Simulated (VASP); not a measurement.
# SrTiO3 (Pm-3m) in VASP: notebook

SrTiO3 is run at these levels: PBE; tasks: single point.

Everything below comes from runs of VASP 6.6.1. Logs are shortened: lines on timing, memory, paths and dates and some standing lists are left out, and cuts for length are marked.

## 1. The cell of the first run

Symmetry: Pm-3m, No. 221, cubic system. Conventional cell: a = 3.936 Å, b = 3.936 Å, c = 3.936 Å, α = 90.00°, β = 90.00°, γ = 90.00°. Sr (site symmetry m-3m) has 12 O at 2.78 Å and 8 Ti at 3.41 Å within 3.7 Å. Ti (site symmetry m-3m) has 6 O at 1.97 Å within 2.6 Å. Within 2.6 Å of O (site symmetry 4/mmm) lie 2 Ti at 1.97 Å.

## 2. Single point, PBE

INCAR reads:

```
  ALGO = Normal
  EDIFF = 1E-6
  ENCUT = 520
  GGA = PE
  ISIF = 2
  ISMEAR = 0
  LASPH = True
  LCHARG = False
  LREAL = False
  LWAVE = False
  NBANDS = 28
  NELM = 80
  PREC = Accurate
  SIGMA = 0.02
```

KPOINTS reads:

```
k-points
0
Gamma
  8 8 8
```

POSCAR reads:

```
SrTiO3
1.0
    3.9364035669      0.0000000000      0.0000000000
    0.0000000000      3.9364035669      0.0000000000
    0.0000000000      0.0000000000      3.9364035669
Sr Ti O
1 1 3
Direct
    0.0000000000      0.0000000000      0.0000000000
    0.5000000000      0.5000000000      0.5000000000
    0.0000000000      0.5000000000      0.5000000000
    0.5000000000      0.0000000000      0.5000000000
    0.5000000000      0.5000000000      0.0000000000
```

Potentials or basis: VASP PAW PBE potentials, release 64 (Sr_sv, Ti_sv, O).

Launch:

```sh
$ cat potpaw_PBE.64/Sr_sv/POTCAR potpaw_PBE.64/Ti_sv/POTCAR potpaw_PBE.64/O/POTCAR > POTCAR
$ mpirun -np 1 vasp_std > vasp.out
```

OUTCAR:

```text
EDIFF = 1E-6
   ENCUT = 520
   GGA = PE
   ISIF = 2
   ISMEAR = 0
   LASPH = True
   LREAL = False
   NELM = 80
   PREC = Accurate

 ion  position               nearest neighbor table
   1  0.000  0.000  0.000-   3 2.78   4 2.78   5 2.78   3 2.78   4 2.78   3 2.78   5 2.78   3 2.78
                             4 2.78   5 2.78   4 2.78   5 2.78   2 3.41   2 3.41   2 3.41   2 3.41
   2  0.500  0.500  0.500-   3 1.97   4 1.97   5 1.97   5 1.97   4 1.97   3 1.97   1 3.41   1 3.41
                             1 3.41   1 3.41   1 3.41   1 3.41   1 3.41   1 3.41
   3  0.000  0.500  0.500-   2 1.97   2 1.97   1 2.78   1 2.78   1 2.78   1 2.78
   4  0.500  0.000  0.500-   2 1.97   2 1.97   1 2.78   1 2.78   1 2.78   1 2.78
   5  0.500  0.500  0.000-   2 1.97   2 1.97   1 2.78   1 2.78   1 2.78   1 2.78

  LATTYP: Found a simple cubic cell.
 ALAT       =     3.9364035669

  Lattice vectors:

 A1 = (   3.9364035669,   0.0000000000,   0.0000000000)
 A2 = (   0.0000000000,   3.9364035669,   0.0000000000)
 A3 = (   0.0000000000,   0.0000000000,   3.9364035669)

Analysis of symmetry for initial positions (statically):
=====================================================================
 Subroutine PRICEL returns:
 Original cell was already a primitive cell.

 Routine SETGRP: Setting up the symmetry group for a
 simple cubic supercell.

 Subroutine GETGRP returns: Found 48 space group operations
[... 9 lines left out ...]

 Routine SETGRP: Setting up the symmetry group for a
 simple cubic supercell.

 Subroutine GETGRP returns: Found 48 space group operations
[... 11 lines left out ...]
                                     Primitive cell

  volume of cell :      60.9956

  direct lattice vectors                    reciprocal lattice vectors
     3.936403567  0.000000000  0.000000000     0.254038993  0.000000000  0.000000000
     0.000000000  3.936403567  0.000000000     0.000000000  0.254038993  0.000000000
     0.000000000  0.000000000  3.936403567     0.000000000  0.000000000  0.254038993

  length of vectors
     3.936403567  3.936403567  3.936403567     0.254038993  0.254038993  0.254038993

  position of ions in fractional coordinates (direct lattice)
     0.000000000  0.000000000  0.000000000
     0.500000000  0.500000000  0.500000000
     0.000000000  0.500000000  0.500000000
     0.500000000  0.000000000  0.500000000
     0.500000000  0.500000000  0.000000000

  ion indices of the primitive-cell ions
   primitive index   ion index
                 1           1
                 2           2
                 3           3
                 4           4
                 5           5

----------------------------------------------------------------------------------------

 KPOINTS: k-points

Automatic generation of k-mesh.
 Grid dimensions read from file:
 generate k-points for:    8    8    8

 Generating k-lattice:

  Cartesian coordinates                     Fractional coordinates (reciprocal lattice)
     0.031754874  0.000000000  0.000000000     0.125000000  0.000000000  0.000000000
     0.000000000  0.031754874  0.000000000     0.000000000  0.125000000  0.000000000
     0.000000000  0.000000000  0.031754874     0.000000000  0.000000000  0.125000000

  Length of vectors
     0.031754874  0.031754874  0.031754874

  Shift w.r.t. Gamma in fractional coordinates (k-lattice)
     0.000000000  0.000000000  0.000000000

 Subroutine IBZKPT returns following result:
 ===========================================

 Found     35 irreducible k-points:

 Following reciprocal coordinates:
            Coordinates               Weight
  0.000000  0.000000  0.000000      1.000000
  0.125000  0.000000  0.000000      6.000000
  0.250000  0.000000  0.000000      6.000000
  0.375000  0.000000  0.000000      6.000000
  0.500000  0.000000  0.000000      3.000000
  0.125000  0.125000  0.000000     12.000000
[... 16 lines left out ...]
  0.375000  0.375000  0.125000     24.000000
  0.500000  0.375000  0.125000     24.000000
 [... further k-points ...]
   k-points           NKPTS =     35   k-points in BZ     NKDIM =     35   number of bands    NBANDS=     28
   number of dos      NEDOS =    301   number of ions     NIONS =      5
   total plane-waves  NPLWV =  27000
   dimension x,y,z NGX =    30 NGY =   30 NGZ =   30
   dimension x,y,z NGXF=    60 NGYF=   60 NGZF=   60
   ions per type =               1   1   3
   NGX,Y,Z   is equivalent  to a cutoff of  12.67, 12.67, 12.67 a.u.
   NGXF,Y,Z  is equivalent  to a cutoff of  25.34, 25.34, 25.34 a.u.
 SYSTEM =  unknown system
   PREC   = accura    normal or accurate (medium, high low for compatibility)
   ISTART =      0    job   : 0-new  1-cont  2-samecut
   ICHARG =      2    charge: 1-file 2-atom 10-const
   ISPIN  =      1    spin polarized calculation?
   LNONCOLLINEAR =      F non collinear calculations
   LSORBIT =      F    spin-orbit coupling
   LASPH  =      T    aspherical Exc in radial PAW
   ENCUT  =  520.0 eV  38.22 Ry    6.18 a.u.   7.32  7.32  7.32*2*pi/ulx,y,z
   NELM   =     80;   NELMIN=  2; NELMDL= -5     # of ELM steps
   EDIFF  = 0.1E-05   stopping-criterion for ELM
   LREAL  =      F    real-space projection
   EDIFFG = 0.1E-04   stopping-criterion for IOM
   NSW    =      0    number of steps for IOM
   IBRION =     -1    ionic relax: 0-MD 1-quasi-New 2-CG
   NFREE  =      0    steps in history (QN), initial steepest desc. (CG)
   ISIF   =      2    stress and relaxation
   ISYM   =      2    0-nonsym 1-usesym 2-fastsym
   POTIM  = 0.5000    time-step for ionic-motion
   TEBEG  =    0.0;   TEEND  =   0.0 temperature during run
   PSTRESS=    0.0 pullay stress
   NELECT =      40.0000    total number of electrons
   NUPDOWN=      -1.0000    fix difference up-down
   EMIN   =  10.00;   EMAX   =-10.00  energy-range for DOS
   EFERMI =   0.00;   METHOD = LEGACY
   ISMEAR =     0;   SIGMA  =   0.02  broadening in eV -4-tet -1-fermi 0-gaus
   EFERMI_NEDOS =   21; number of points for ismear=-14 and -15
   IALGO  =     38    algorithm
   IMIX   =      4    mixing-type and parameters
     AMIX     =   0.40;   BMIX     =  1.00
     AMIX_MAG =   1.60;   BMIX_MAG =  1.00
  volume/ion in A,a.u.               =      12.20        82.32
  Fermi-wavevector in a.u.,A,eV,Ry     =   1.422313  2.687782 27.524240  2.022975
  Thomas-Fermi vector in A             =   2.543030
   LORBIT       =      0    0 simple, 1 ext, 2 COOP (PROOUT), +10 PAW based schemes
   GGA     = PE    functional components
   LHFCALC =     F    Hartree Fock is set to
   AEXX    =    0.0000 exact exchange contribution
   IVDW    =     0    specifies the selected vdW correction
   LEPSILON=     F    determine dielectric tensor
   LRPA    =     F    only Hartree local field effects (RPA)
 non-spin polarized calculation
 Gauss-broadening in eV      SIGMA  =   0.02
  energy-cutoff  :      520.00
  volume of cell :       61.00
 maximum number of plane-waves:      1671
 NGX is ok and might be reduce to    30
   NGX = 15   NGY = 15   NGZ = 15

 number of electron      39.9999990 magnetization

 Free energy of the ion-electron system (eV)
  ---------------------------------------------------
  ext. energy  EPLUGINS =         0.00000000
  ---------------------------------------------------
  free energy    TOTEN  =       -40.10326434 eV

  energy without entropy =      -40.10326434  energy(sigma->0) =      -40.10326434

 E-fermi :   4.1507     XC(G=0): -11.1445

 val. band max:        3.9700518412   @ k =   0.5000   0.5000   0.5000
 cond. band min:       5.7804946735   @ k =   0.0000   0.0000   0.0000
 fundamental gap:      1.8104428323
 Fermi energy:         4.1507125031

 k-point     1 :       0.0000    0.0000    0.0000
  band No.  band energies     occupation
      1     -52.5941      2.00000
      2     -28.8942      2.00000
      3     -28.8251      2.00000
      4     -28.8251      2.00000
      5     -28.8251      2.00000
      6     -13.3709      2.00000
[... 20 lines left out ...]
     27       9.3472      0.00000
     28       9.9713      0.00000

 k-point     2 :       0.1250    0.0000    0.0000
  band No.  band energies     occupation
      1     -52.5939      2.00000
      2     -28.9112      2.00000
      3     -28.8247      2.00000
      4     -28.8247      2.00000
      5     -28.8143      2.00000
      6     -13.3766      2.00000
[... 20 lines left out ...]
     27       9.6150      0.00000
     28      10.3396      0.00000

 k-point     3 :       0.2500    0.0000    0.0000
  band No.  band energies     occupation
      1     -52.5934      2.00000
      2     -28.9438      2.00000
      3     -28.8238      2.00000
      4     -28.8238      2.00000
      5     -28.7966      2.00000
      6     -13.4362      2.00000
[... 20 lines left out ...]
     27      10.2569      0.00000
     28      11.3495      0.00000

 k-point     4 :       0.3750    0.0000    0.0000
  band No.  band energies     occupation
      1     -52.5930      2.00000
      2     -28.9719      2.00000
      3     -28.8229      2.00000
      4     -28.8229      2.00000
      5     -28.7833      2.00000
      6     -13.5343      2.00000
[... 20 lines left out ...]
     27      10.9531      0.00000
     28      11.9595      0.00000

 k-point     5 :       0.5000    0.0000    0.0000
  band No.  band energies     occupation
      1     -52.5928      2.00000
      2     -28.9829      2.00000
      3     -28.8225      2.00000
      4     -28.8225      2.00000
      5     -28.7784      2.00000
      6     -13.5799      2.00000
[... 20 lines left out ...]
     27      11.2729      0.00000
     28      11.9108      0.00000

 k-point     6 :       0.1250    0.1250    0.0000
  band No.  band energies     occupation
      1     -52.5937      2.00000
      2     -28.9191      2.00000
      3     -28.8341      2.00000
      4     -28.8243      2.00000
      5     -28.8030      2.00000
      6     -13.3658      2.00000
[... 463 lines left out ...]
      5     -28.8002      2.00000
      6     -13.1908      2.00000
[... 20 lines left out ...]
     27      11.7769      0.00000
     28      12.1092      0.00000

 k-point    22 :       0.5000    0.2500    0.1250
  band No.  band energies     occupation
      1     -52.5919      2.00000
      2     -28.9425      2.00000
      3     -28.8542      2.00000
      4     -28.8307      2.00000
      5     -28.8068      2.00000
      6     -13.1917      2.00000
[... 20 lines left out ...]
     27      11.9894      0.00000
     28      12.2490      0.00000

 k-point    23 :       0.3750    0.3750    0.1250
  band No.  band energies     occupation
      1     -52.5916      2.00000
      2     -28.9163      2.00000
      3     -28.8770      2.00000
      4     -28.8316      2.00000
      5     -28.8183      2.00000
      6     -12.9783      2.00000
[... 20 lines left out ...]
     27      12.0376      0.00000
     28      12.4837      0.00000

 k-point    24 :       0.5000    0.3750    0.1250
  band No.  band energies     occupation
      1     -52.5914      2.00000
      2     -28.9105      2.00000
      3     -28.8767      2.00000
      4     -28.8323      2.00000
      5     -28.8298      2.00000
      6     -12.8923      2.00000
[... 20 lines left out ...]
     27      12.0930      0.00000
     28      12.5842      0.00000

 [... further k-points ...]
[... 5 lines left out ...]
  --------------------------------------------------------------------------------------
  -------------------------------------------------------------------------------------
  Total        0.2534005      0.2534005      0.2534005      0.0000000      0.0000000      0.0000000
  in kB        6.6560889      6.6560889      6.6560889      0.0000000      0.0000000      0.0000000
  external PRESSURE =       6.6560889 kB  Pullay stress =       0.0000000 kB

 VOLUME and BASIS-vectors are now :
 -----------------------------------------------------------------------------
  energy-cutoff  :      520.00
  volume of cell :       61.00
      direct lattice vectors                 reciprocal lattice vectors
     3.936403567  0.000000000  0.000000000     0.254038993  0.000000000  0.000000000
     0.000000000  3.936403567  0.000000000     0.000000000  0.254038993  0.000000000
     0.000000000  0.000000000  3.936403567     0.000000000  0.000000000  0.254038993

 POSITION                                       TOTAL-FORCE (eV/Angst)
 -----------------------------------------------------------------------------------
      0.00000      0.00000      0.00000         0.000000      0.000000      0.000000
      1.96820      1.96820      1.96820         0.000000      0.000000      0.000000
      0.00000      1.96820      1.96820         0.000000      0.000000      0.000000
      1.96820      0.00000      1.96820         0.000000      0.000000      0.000000
      1.96820      1.96820      0.00000         0.000000      0.000000      0.000000
 -----------------------------------------------------------------------------------
    total drift:                                0.000000      0.000000     -0.000000

  FREE ENERGIE OF THE ION-ELECTRON SYSTEM (eV)
  ---------------------------------------------------
  free  energy   TOTEN  =       -40.1032643436 eV

  energy  without entropy=      -40.1032643436  energy(sigma->0) =      -40.10326434
```

Wall time 37 s (1 thread of AMD EPYC 9R14 (Zen 4), shared host); peak memory 0.18 GiB.

What came out:

```yaml
Free_energy: -40.1033 eV
Pressure: 0.7 GPa
Band_gap_on_the_k_mesh: 1.81 eV, indirect (least direct gap 2.18 eV)
```

A k mesh can miss the band edges. PBE gaps usually lie below the measured ones, often by a third to a half.

## 3. Single point, PBE

INCAR reads:

```
PREC = Accurate
ENCUT = 520
EDIFF = 1E-7
ISMEAR = 0
SIGMA = 0.05
LREAL = F
LASPH = T
NELM = 60
ALGO = Normal
ISIF = 2
LWAVE = F
LCHARG = T
GGA = PE
LELF = T
LVHAR = T
NBANDS = 28
```

KPOINTS reads:

```
regular mesh
0
Gamma
  8 8 8
```

POSCAR is that of step 2.

Potentials or basis: VASP PAW PBE potentials, release 64 (Sr_sv, Ti_sv, O).

Launch:

```sh
$ cat potpaw_PBE.64/Sr_sv/POTCAR potpaw_PBE.64/Ti_sv/POTCAR potpaw_PBE.64/O/POTCAR > POTCAR
$ mpirun -np 1 vasp_std > vasp.out
```

OUTCAR:

```text
PREC = Accurate
   ENCUT = 520
   EDIFF = 1E-7
   ISMEAR = 0
   LREAL = F
   LASPH = T
   NELM = 60
   ISIF = 2
   GGA = PE

 ion  position               nearest neighbor table
   1  0.000  0.000  0.000-   3 2.78   4 2.78   5 2.78   3 2.78   4 2.78   3 2.78   5 2.78   3 2.78
                             4 2.78   5 2.78   4 2.78   5 2.78   2 3.41   2 3.41   2 3.41   2 3.41
   2  0.500  0.500  0.500-   3 1.97   4 1.97   5 1.97   5 1.97   4 1.97   3 1.97   1 3.41   1 3.41
                             1 3.41   1 3.41   1 3.41   1 3.41   1 3.41   1 3.41
   3  0.000  0.500  0.500-   2 1.97   2 1.97   1 2.78   1 2.78   1 2.78   1 2.78
[... 951 lines left out ...]
  -------------------------------------------------------------------------------------
  Total        0.2347323      0.2347323      0.2347323      0.0000000     -0.0000000      0.0000000
  in kB        6.1657325      6.1657325      6.1657325      0.0000000     -0.0000000      0.0000000
  external PRESSURE =       6.1657325 kB  Pullay stress =       0.0000000 kB

 VOLUME and BASIS-vectors are now :
 -----------------------------------------------------------------------------
  energy-cutoff  :      520.00
  volume of cell :       61.00
      direct lattice vectors                 reciprocal lattice vectors
     3.936403567  0.000000000  0.000000000     0.254038993  0.000000000  0.000000000
     0.000000000  3.936403567  0.000000000     0.000000000  0.254038993  0.000000000
     0.000000000  0.000000000  3.936403567     0.000000000  0.000000000  0.254038993

 POSITION                                       TOTAL-FORCE (eV/Angst)
 -----------------------------------------------------------------------------------
      0.00000      0.00000      0.00000         0.000000      0.000000      0.000000
      1.96820      1.96820      1.96820         0.000000      0.000000      0.000000
      0.00000      1.96820      1.96820         0.000000      0.000000      0.000000
      1.96820      0.00000      1.96820         0.000000      0.000000      0.000000
      1.96820      1.96820      0.00000         0.000000      0.000000      0.000000
 -----------------------------------------------------------------------------------
    total drift:                                0.000000      0.000000     -0.000000

  FREE ENERGIE OF THE ION-ELECTRON SYSTEM (eV)
  ---------------------------------------------------
  free  energy   TOTEN  =       -40.1032640813 eV

  energy  without entropy=      -40.1032640813  energy(sigma->0) =      -40.10326408
```

OSZICAR:

```text
N       E                     dE             d eps       ncg     rms          rms(c)
DAV:   1     0.431583741000E+03    0.43158E+03   -0.21460E+04  1960   0.159E+03
DAV:   2    -0.387323503111E+01   -0.43546E+03   -0.41588E+03  2216   0.437E+02
DAV:   3    -0.482672454521E+02   -0.44394E+02   -0.44019E+02  2684   0.135E+02
DAV:   4    -0.504379574049E+02   -0.21707E+01   -0.21661E+01  2996   0.257E+01
DAV:   5    -0.504981427458E+02   -0.60185E-01   -0.60173E-01  2704   0.349E+00    0.258E+01
DAV:   6    -0.401855695207E+02    0.10313E+02   -0.54136E+01  2772   0.638E+01    0.140E+01
DAV:   7    -0.401995465360E+02   -0.13977E-01   -0.82899E+00  2588   0.215E+01    0.106E+01
DAV:   8    -0.401375023616E+02    0.62044E-01   -0.12565E+00  2340   0.116E+01    0.323E+00
DAV:   9    -0.401194315376E+02    0.18071E-01   -0.28208E-01  2560   0.419E+00    0.133E+00
DAV:  10    -0.401065554948E+02    0.12876E-01   -0.87588E-02  2520   0.230E+00    0.603E-01
DAV:  11    -0.401034140471E+02    0.31414E-02   -0.16753E-02  3092   0.130E+00    0.178E-01
DAV:  12    -0.401033155222E+02    0.98525E-04   -0.14226E-03  2368   0.411E-01    0.145E-01
DAV:  13    -0.401032877900E+02    0.27732E-04   -0.26958E-04  2860   0.125E-01    0.676E-02
DAV:  14    -0.401032665213E+02    0.21269E-04   -0.30364E-04  2440   0.147E-01    0.291E-02
DAV:  15    -0.401032651110E+02    0.14103E-05   -0.43186E-05  2764   0.494E-02    0.172E-02
DAV:  16    -0.401032643587E+02    0.75230E-06   -0.34356E-06  2484   0.208E-02    0.969E-03
DAV:  17    -0.401032640193E+02    0.33932E-06   -0.23349E-06  2480   0.190E-02    0.235E-03
DAV:  18    -0.401032640813E+02   -0.62005E-07   -0.33759E-07  2080   0.544E-03
   1 F= -.40103264E+02 E0= -.40103264E+02  d E =-.341335E-30
```

stdout:

```text
POSCAR found type information on POSCAR SrTiO
 POSCAR found :  3 types and       5 ions
 scaLAPACK will be used
 LDA part: xc-table for (Slater+PW92), standard interpolation
 POSCAR, INCAR and KPOINTS ok, starting setup
 FFT: planning ... GRIDC
 FFT: planning ... GRID_SOFT
 FFT: planning ... GRID
 WAVECAR not read
 entering main loop
```

It took 43 s on 1 thread of AMD EPYC 9R14 (Zen 4), shared host; peak memory 0.18 GiB.

Results:

* Free energy: -40.1033 eV
* Pressure: 0.6 GPa
* Band gap on the k mesh: 1.81 eV, indirect (least direct gap 2.18 eV)

A k mesh can miss the band edges.
